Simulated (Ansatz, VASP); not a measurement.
**RbBr in VASP and in Ansatz**

```
Rb Br
1.0
     6.00566    0.00000    0.00000
    -3.00283    5.20106    0.00000
     0.00000    0.00000    7.00508
Rb Br
2 2
Cartesian
  0.0000 3.4674 -0.4378
  3.0028 1.7337 3.0647
  0.0000 3.4674 3.0647
  3.0028 1.7337 6.5673
```

Alike in both runs: task single point; functional r2SCAN; k mesh 6 × 6 × 4; no spin polarisation.

```csv
,VASP,Ansatz
version,VASP 6.6.1,Ansatz 0.2.0
potentials or method,"VASP PAW PBE potentials, release 64 (Rb_sv, Br)","plane waves, PAW"
plane-wave cutoff (eV),520,500
occupations,"gaussian, width 0.01 eV",fixed
valence electrons in the cell,32,32
```

|  | VASP | Ansatz | Ansatz less VASP |
| --- | --- | --- | --- |
| gap on the k mesh at the Fermi level (eV) | 4.58 | 4.58 | 0.000 |
| pressure (GPa) | -0.5 | -0.5 | -0.01 |
| traceless stress, the component that is largest in VASP (GPa) | -0.08 | -0.08 | -0.002 |

VASP's potentials were made for PBE, not for r2SCAN.
